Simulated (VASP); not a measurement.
Write the native input for VASP 6.6.1 that does the following.

- Task: single point
- Functional: PBE
- Potentials or basis: VASP PAW PBE potentials, release 64 (Zn)
- Cutoff: 520 eV
- k mesh: 14 × 14 × 7
- Occupations: methfessel-paxton, width 0.05 eV
- Spin: no spin polarisation
- Dipole correction: no
- Further INCAR settings: ALGO = Normal; EDIFF = 1e-06; NBANDS = 19

The structure of Zn lies in POSCAR:

```
Zn
1.0
    2.6700000000      0.0000000000      0.0000000000
   -1.3350000000      2.3122878300      0.0000000000
    0.0000000000      0.0000000000      4.9660000000
Zn
2
Direct
    0.3333333333      0.6666666667      0.2500000000
    0.6666666667      0.3333333333      0.7500000000
```

These files were run (other wordings do the same):

INCAR

```
SYSTEM = Zn
PREC = Accurate ; ENCUT = 520
EDIFF = 1E-6 ; ISMEAR = 1
SIGMA = 0.05 ; LREAL = .FALSE.
LASPH = .TRUE. ; NELM = 100
ALGO = Normal ; ISIF = 2
LWAVE = .FALSE. ; LCHARG = .FALSE.
GGA = PE ; NBANDS = 19
```

KPOINTS

```
regular mesh
0
G
  14 14 7
  0 0 0
```

Potentials or basis: VASP PAW PBE potentials, release 64 (Zn).

Run with:

```sh
$ cat potpaw_PBE.64/Zn/POTCAR > POTCAR
$ mpirun -np 1 vasp_std > vasp.out
```

Results of the run:

```json
{
 "Pressure": "-0.6 GPa",
 "Band gap on the k mesh": "zero (band 12 reaches 4.46 eV, above the bottom of band 13 at -0.01 eV)"
}
```

Run time: 17 s on 1 thread of Intel(R) Xeon(R) 6975P-C (Granite Rapids), on a shared host, peak memory 0.16 GiB.
